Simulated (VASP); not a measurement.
# C in VASP: a series of runs

The runs below take C through single point, with LDA.

Everything below comes from runs of VASP 6.6.1. Logs are shortened: lines on timing, memory, paths and dates and some standing lists are left out, and cuts for length are marked.

### 1 The cell of the first run

The cell holds a slab with vacuum, 4 atoms: a = 2.445 Å, b = 2.445 Å, c = 24.108 Å, α = 90.00°, β = 90.00°, γ = 120.00°.

### 2 Single point, LDA (atoms displaced along a vibrational mode)

File INCAR:

```
SYSTEM = C
PREC     = Accurate       ! precision mode
ENCUT    = 520            ! plane-wave cutoff, eV
EDIFF    = 1E-6           ! SCF threshold, eV
ISMEAR   = 0              ! smearing method
SIGMA    = 0.15           ! smearing width, eV
LREAL    = .FALSE.        ! projectors in reciprocal space
LASPH    = .TRUE.         ! aspherical terms in the spheres
NELM     = 100            ! most SCF steps
ALGO     = Normal         ! electronic algorithm
ISIF     = 2              ! what is computed and relaxed
LWAVE    = .FALSE.        ! write WAVECAR
LCHARG   = .TRUE.         ! write CHGCAR
GGA      = CA             ! functional
LELF     = .TRUE.         ! ELF
LVHAR    = .TRUE.       
NBANDS   = 16             ! bands
```

File KPOINTS:

```
regular mesh
0
G
  18 18 2
  0 0 0
```

File POSCAR:

```
C
1.0
    2.4446025229      0.0000000000      0.0000000000
   -1.2223012614      2.1170878870      0.0000000000
    0.0000000000      0.0000000000     24.1078379870
C
4
Direct
    0.0141704084      0.0283408168      0.5687751440
   -0.0141704084     -0.0283408168      0.4312248560
    0.3475031164      0.6950062328      0.4312002200
    0.6524968836      0.3049937672      0.5687997800
```

Potentials or basis: VASP PAW LDA potentials, release 64 (C).

On the command line:

```console
$ cat potpaw_LDA.64/C/POTCAR > POTCAR
$ mpirun -np 1 vasp_std > vasp.out
```

OUTCAR:

```text
SYSTEM = C
   PREC = Accurate
   ENCUT = 520
   EDIFF = 1E-6
   ISMEAR = 0
   LREAL = .FALSE.
   LASPH = .TRUE.
   NELM = 100
   ISIF = 2
   GGA = CA

 ion  position               nearest neighbor table
   1  0.014  0.028  0.569-   4 1.36   4 1.36   4 1.53
   2  0.986  0.972  0.431-   3 1.36   3 1.36   3 1.53
   3  0.348  0.695  0.431-   2 1.36   2 1.36   2 1.53
   4  0.652  0.305  0.569-   1 1.36   1 1.36   1 1.53

  LATTYP: Found a hexagonal cell.
 ALAT       =     2.4446025229
 C/A-ratio  =     9.8616596200

  Lattice vectors:

 A1 = (   2.4446025229,   0.0000000000,   0.0000000000)
 A2 = (  -1.2223012614,   2.1170878870,   0.0000000000)
 A3 = (   0.0000000000,   0.0000000000,  24.1078379870)

Analysis of symmetry for initial positions (statically):
=====================================================================
 Subroutine PRICEL returns:
 Original cell was already a primitive cell.

 Routine SETGRP: Setting up the symmetry group for a
 hexagonal supercell.

 Subroutine GETGRP returns: Found  4 space group operations
 (whereof  4 operations were pure point group operations)
 out of a pool of 24 trial point group operations.

The static configuration has the point symmetry C_2h.

Analysis of symmetry for dynamics (positions and initial velocities):
=====================================================================
 Subroutine PRICEL returns:
 Original cell was already a primitive cell.

 Routine SETGRP: Setting up the symmetry group for a
 hexagonal supercell.

 Subroutine GETGRP returns: Found  4 space group operations
 (whereof  4 operations were pure point group operations)
 out of a pool of 24 trial point group operations.

The dynamic configuration has the point symmetry C_2h.

 Subroutine INISYM returns: Found  4 space group operations
 (whereof  4 operations are pure point group operations),
 and found     1 'primitive' translations

----------------------------------------------------------------------------------------

                                     Primitive cell

  volume of cell :     124.7686

  direct lattice vectors                    reciprocal lattice vectors
     2.444602523  0.000000000  0.000000000     0.409064456  0.236173474  0.000000000
    -1.222301261  2.117087887  0.000000000     0.000000000  0.472346947  0.000000000
     0.000000000  0.000000000 24.107837987     0.000000000  0.000000000  0.041480285

  length of vectors
     2.444602523  2.444602523 24.107837987     0.472346947  0.472346947  0.041480285

  position of ions in fractional coordinates (direct lattice)
     0.014170408  0.028340817  0.568775144
     0.985829592  0.971659183  0.431224856
     0.347503116  0.695006233  0.431200220
     0.652496884  0.304993767  0.568799780

  ion indices of the primitive-cell ions
   primitive index   ion index
                 1           1
                 2           2
                 3           3
                 4           4

----------------------------------------------------------------------------------------

 KPOINTS: regular mesh

Automatic generation of k-mesh.
 Grid dimensions read from file:
 generate k-points for:   18   18    2

 Generating k-lattice:

  Cartesian coordinates                     Fractional coordinates (reciprocal lattice)
     0.022725803  0.013120749  0.000000000     0.055555556 -0.000000000  0.000000000
     0.000000000  0.026241497  0.000000000     0.000000000  0.055555556  0.000000000
     0.000000000  0.000000000  0.020740143     0.000000000  0.000000000  0.500000000

  Length of vectors
     0.026241497  0.026241497  0.020740143

  Shift w.r.t. Gamma in fractional coordinates (k-lattice)
     0.000000000  0.000000000  0.000000000

 Subroutine IBZKPT returns following result:
 ===========================================

 Found    182 irreducible k-points:

 Following reciprocal coordinates:
            Coordinates               Weight
  0.000000  0.000000  0.000000      1.000000
  0.055556  0.000000  0.000000      4.000000
  0.000000  0.055556  0.000000      2.000000
  0.111111  0.000000  0.000000      4.000000
  0.000000  0.111111  0.000000      2.000000
  0.166667 -0.000000  0.000000      4.000000
[... 16 lines left out ...]
 -0.055556  0.166667  0.000000      4.000000
 -0.166667  0.111111  0.000000      4.000000
 [... further k-points ...]
   k-points           NKPTS =    182   k-points in BZ     NKDIM =    182   number of bands    NBANDS=     16
   number of dos      NEDOS =    301   number of ions     NIONS =      4
   total plane-waves  NPLWV =  58320
   dimension x,y,z NGX =    18 NGY =   18 NGZ =  180
   dimension x,y,z NGXF=    36 NGYF=   36 NGZF=  360
   ions per type =               4
   NGX,Y,Z   is equivalent  to a cutoff of  12.24, 12.24, 12.41 a.u.
   NGXF,Y,Z  is equivalent  to a cutoff of  24.48, 24.48, 24.83 a.u.
 SYSTEM =  C
   PREC   = accura    normal or accurate (medium, high low for compatibility)
   ISTART =      0    job   : 0-new  1-cont  2-samecut
   ICHARG =      2    charge: 1-file 2-atom 10-const
   ISPIN  =      1    spin polarized calculation?
   LNONCOLLINEAR =      F non collinear calculations
   LSORBIT =      F    spin-orbit coupling
   LASPH  =      T    aspherical Exc in radial PAW
   ENCUT  =  520.0 eV  38.22 Ry    6.18 a.u.   4.55  4.55 44.82*2*pi/ulx,y,z
   NELM   =    100;   NELMIN=  2; NELMDL= -5     # of ELM steps
   EDIFF  = 0.1E-05   stopping-criterion for ELM
   LREAL  =      F    real-space projection
   EDIFFG = 0.1E-04   stopping-criterion for IOM
   NSW    =      0    number of steps for IOM
   IBRION =     -1    ionic relax: 0-MD 1-quasi-New 2-CG
   NFREE  =      0    steps in history (QN), initial steepest desc. (CG)
   ISIF   =      2    stress and relaxation
   ISYM   =      2    0-nonsym 1-usesym 2-fastsym
   POTIM  = 0.5000    time-step for ionic-motion
   TEBEG  =    0.0;   TEEND  =   0.0 temperature during run
   PSTRESS=    0.0 pullay stress
   NELECT =      16.0000    total number of electrons
   NUPDOWN=      -1.0000    fix difference up-down
   EMIN   =  10.00;   EMAX   =-10.00  energy-range for DOS
   EFERMI =   0.00;   METHOD = LEGACY
   ISMEAR =     0;   SIGMA  =   0.15  broadening in eV -4-tet -1-fermi 0-gaus
   EFERMI_NEDOS =   21; number of points for ismear=-14 and -15
   IALGO  =     38    algorithm
   IMIX   =      4    mixing-type and parameters
     AMIX     =   0.40;   BMIX     =  1.00
     AMIX_MAG =   1.60;   BMIX_MAG =  1.00
  volume/ion in A,a.u.               =      31.19       210.50
  Fermi-wavevector in a.u.,A,eV,Ry     =   0.825556  1.560074  9.272944  0.681542
  Thomas-Fermi vector in A             =   1.937435
   LORBIT       =      0    0 simple, 1 ext, 2 COOP (PROOUT), +10 PAW based schemes
   GGA     = CA    functional components
   LHFCALC =     F    Hartree Fock is set to
   AEXX    =    0.0000 exact exchange contribution
   IVDW    =     0    specifies the selected vdW correction
   LEPSILON=     F    determine dielectric tensor
   LRPA    =     F    only Hartree local field effects (RPA)
 non-spin polarized calculation
 Gauss-broadening in eV      SIGMA  =   0.15
  energy-cutoff  :      520.00
  volume of cell :      124.77
 maximum number of plane-waves:      3413
   NGX =  9   NGY =  9   NGZ = 89

 number of electron      16.0000002 magnetization

 Free energy of the ion-electron system (eV)
  ---------------------------------------------------
  ext. energy  EPLUGINS =         0.00000000
  ---------------------------------------------------
  free energy    TOTEN  =       -39.66973866 eV

  energy without entropy =      -39.66969622  energy(sigma->0) =      -39.66971744

 E-fermi :  -1.9650     XC(G=0):  -3.3575

 val. band max:       -2.2611711032   @ k =   0.3889   0.3333   0.5000
 cond. band min:      -1.6686660118   @ k =   0.3889   0.3333   0.0000
 fundamental gap:      0.5925050914
 Fermi energy:        -1.9650137257

 k-point     1 :       0.0000    0.0000    0.0000
  band No.  band energies     occupation
      1     -21.5114      2.00000
      2     -21.3385      2.00000
      3     -10.2871      2.00000
      4      -9.2236      2.00000
      5      -6.7119      2.00000
      6      -6.7034      2.00000
[... 8 lines left out ...]
     15       4.1673      0.00000
     16       5.0300      0.00000

 k-point     2 :       0.0556    0.0000    0.0000
  band No.  band energies     occupation
      1     -21.4385      2.00000
      2     -21.2664      2.00000
      3     -10.1954      2.00000
      4      -9.1346      2.00000
      5      -6.9153      2.00000
      6      -6.9053      2.00000
[... 8 lines left out ...]
     15       4.3977      0.00000
     16       5.1293      0.00000

 k-point     3 :       0.0000    0.0556    0.0000
  band No.  band energies     occupation
      1     -21.4364      2.00000
      2     -21.2642      2.00000
      3     -10.2001      2.00000
      4      -9.1405      2.00000
      5      -6.8165      2.00000
      6      -6.8061      2.00000
[... 8 lines left out ...]
     15       4.4187      0.00000
     16       5.1347      0.00000

 k-point     4 :       0.1111    0.0000    0.0000
  band No.  band energies     occupation
      1     -21.2204      2.00000
      2     -21.0508      2.00000
      3      -9.9210      2.00000
      4      -8.8683      2.00000
      5      -7.4920      2.00000
      6      -7.4770      2.00000
[... 8 lines left out ...]
     15       4.9201      0.00000
     16       5.4314      0.00000
[... 324 lines left out ...]
 k-point    22 :       0.1111    0.0556    0.0000
  band No.  band energies     occupation
      1     -20.9966      2.00000
      2     -20.8293      2.00000
      3      -9.6624      2.00000
      4      -8.6218      2.00000
      5      -7.8107      2.00000
      6      -7.7896      2.00000
[... 8 lines left out ...]
     15       5.2612      0.00000
     16       5.7482      0.00000

 k-point    23 :      -0.0556    0.1667    0.0000
  band No.  band energies     occupation
      1     -20.9903      2.00000
      2     -20.8228      2.00000
      3      -9.6780      2.00000
      4      -8.6413      2.00000
      5      -7.4885      2.00000
      6      -7.4703      2.00000
[... 8 lines left out ...]
     15       5.2753      0.00000
     16       5.7513      0.00000

 k-point    24 :      -0.1667    0.1111    0.0000
  band No.  band energies     occupation
      1     -21.0070      2.00000
      2     -20.8400      2.00000
      3      -9.6381      2.00000
      4      -8.5915      2.00000
      5      -8.1119      2.00000
      6      -8.0956      2.00000
[... 8 lines left out ...]
     15       5.4271      0.00000
     16       5.7154      0.00000

 [... further k-points ...]

------------------------ aborting loop because EDIFF is reached ----------------------------------------

  FORCE on cell =-STRESS in cart. coord.  units (eV):
  Direction    XX          YY          ZZ          XY          YZ          ZX
  --------------------------------------------------------------------------------------
  -------------------------------------------------------------------------------------
  Total        5.2293868     -0.8106570     -0.0349608     -0.0000000     -0.0019787     -0.0000000
  in kB       67.1515344    -10.4097982     -0.4489383     -0.0000000     -0.0254087     -0.0000000
  external PRESSURE =      18.7642659 kB  Pullay stress =       0.0000000 kB

 VOLUME and BASIS-vectors are now :
 -----------------------------------------------------------------------------
  energy-cutoff  :      520.00
  volume of cell :      124.77
      direct lattice vectors                 reciprocal lattice vectors
     2.444602523  0.000000000  0.000000000     0.409064456  0.236173474  0.000000000
    -1.222301261  2.117087887  0.000000000     0.000000000  0.472346947  0.000000000
     0.000000000  0.000000000 24.107837987     0.000000000  0.000000000  0.041480285

 POSITION                                       TOTAL-FORCE (eV/Angst)
 -----------------------------------------------------------------------------------
      0.00000      0.06000     13.71194        -0.000000     -5.756761      0.000182
      1.22230      2.05709     10.39590         0.000000      5.756761     -0.000182
      0.00000      1.47139     10.39531        -0.000000     -5.754097      0.001881
      1.22230      0.64570     13.71253         0.000000      5.754097     -0.001881
 -----------------------------------------------------------------------------------
    total drift:                                0.000000     -0.000000      0.000000

  FREE ENERGIE OF THE ION-ELECTRON SYSTEM (eV)
  ---------------------------------------------------
  free  energy   TOTEN  =       -39.6697386552 eV

  energy  without entropy=      -39.6696962194  energy(sigma->0) =      -39.66971744
```

Wall time 3.6 min (1 thread of Intel Xeon 6975P-C (Granite Rapids), shared host); peak memory 0.37 GiB.

Results:

| Quantity | Value |
| --- | --- |
| Free energy | -39.6697 eV |
| Largest force | 5.757 eV/Å |

Forces on the atoms (eV/Å):
```
C    0.000 -5.757  0.000
C    0.000  5.757  0.000
C    0.000 -5.754  0.002
C    0.000  5.754 -0.002
```

Caveat: the cell differs from its parent crystal (atoms displaced along a vibrational mode); there is no dipole correction, which matters where the two faces differ.

### 3 Single point, LDA (atoms displaced along a vibrational mode)

File INCAR:

```
ALGO     = Normal         # electronic algorithm
EDIFF    = 1E-7           # SCF threshold, eV
ENCUT    = 520            # plane-wave cutoff, eV
GGA      = CA             # functional
ISIF     = 2              # what is computed and relaxed
ISMEAR   = 0              # smearing method
LASPH    = True           # aspherical terms in the spheres
LCHARG   = False          # write CHGCAR
LREAL    = False          # projectors in reciprocal space
LWAVE    = False          # write WAVECAR
NBANDS   = 16             # bands
NELM     = 100            # most SCF steps
PREC     = Accurate       # precision mode
SIGMA    = 0.15           # smearing width, eV
```

File KPOINTS:

```
k-points
0
Gamma
  18 18 2
```

File POSCAR:

```
C
1.0
    2.4446025229      0.0000000000      0.0000000000
   -1.2223012614      2.1170878870      0.0000000000
    0.0000000000      0.0000000000     24.1078379870
C
4
Direct
   -0.0094469389     -0.0188938779      0.5687751440
    0.0094469389      0.0188938779      0.4312248560
    0.3238868113      0.6477736226      0.4312002200
    0.6761131887      0.3522263774      0.5687997800
```

Potentials or basis: VASP PAW LDA potentials, release 64 (C).

On the command line:

```console
$ cat potpaw_LDA.64/C/POTCAR > POTCAR
$ mpirun -np 1 vasp_std > vasp.out
```

Wall time 5.4 min (1 thread of Intel Xeon 6975P-C (Granite Rapids), shared host); peak memory 0.37 GiB.

It converged, with:

* Free energy: -40.0166 eV
* Largest force: 4.968 eV/Å

Forces on the atoms (eV/Å):
```
C    0.000  4.968  0.004
C    0.000 -4.968 -0.004
C    0.000  4.968  0.000
C    0.000 -4.968  0.000
```

Caveat: the cell differs from its parent crystal (atoms displaced along a vibrational mode); there is no dipole correction, which matters where the two faces differ.

### 4 Single point, LDA (atoms displaced along a vibrational mode)

File INCAR:

```
SYSTEM = C
PREC     = Accurate       ! precision mode
ENCUT    = 520            ! plane-wave cutoff, eV
EDIFF    = 1E-6           ! SCF threshold, eV
ISMEAR   = 0              ! smearing method
SIGMA    = 0.15           ! smearing width, eV
LREAL    = .FALSE.        ! projectors in reciprocal space
LASPH    = .TRUE.         ! aspherical terms in the spheres
NELM     = 100            ! most SCF steps
ALGO     = Normal         ! electronic algorithm
ISIF     = 2              ! what is computed and relaxed
LWAVE    = .FALSE.        ! write WAVECAR
LCHARG   = .FALSE.        ! write CHGCAR
GGA      = CA             ! functional
NBANDS   = 16             ! bands
```

File KPOINTS:

```
Automatic mesh
0
G
  18 18 2
  0 0 0
```

File POSCAR:

```
C
1.0
    2.4446025229      0.0000000000      0.0000000000
   -1.2223012614      2.1170878870      0.0000000000
    0.0000000000      0.0000000000     24.1078379870
C
4
Direct
    0.0094469389      0.0188938779      0.5687751440
   -0.0094469389     -0.0188938779      0.4312248560
    0.3427798554      0.6855597108      0.4312002200
    0.6572201446      0.3144402892      0.5687997800
```

On the command line:

```console
$ cat potpaw_LDA.64/C/POTCAR > POTCAR
$ mpirun -np 1 vasp_std > vasp.out
```

Run time: 4.6 min. Hardware: 1 thread of Intel Xeon 6975P-C (Granite Rapids), shared host; peak memory 0.37 GiB.

It converged, with:

```yaml
Free_energy: -40.0643 eV
Largest_force: 4.066 eV/Å
```

Forces in eV/Å, atoms in the order of the input:
```
C    0.000 -4.066  0.003
C    0.000  4.066 -0.003
C    0.000 -4.066  0.001
C    0.000  4.066 -0.001
```

Caveat: the cell differs from its parent crystal (atoms displaced along a vibrational mode); there is no dipole correction, which matters where the two faces differ.

### 5 Overview

| cell | largest force (eV/Å) |
| --- | --- |
| as given, atomic positions A | 5.76 |
| as given, atomic positions B | 4.97 |
| as given, atomic positions C | 4.07 |

Alike in all rows: task single point; level LDA; potentials or basis VASP PAW LDA potentials, release 64 (C); no spin polarisation; k mesh 18 × 18 × 2; cutoff (eV) 520; smearing gaussian 0.15 eV.

Caveats: there is no dipole correction, which matters where the two faces differ.

Absolute energies hang on the potentials; compare differences alone.
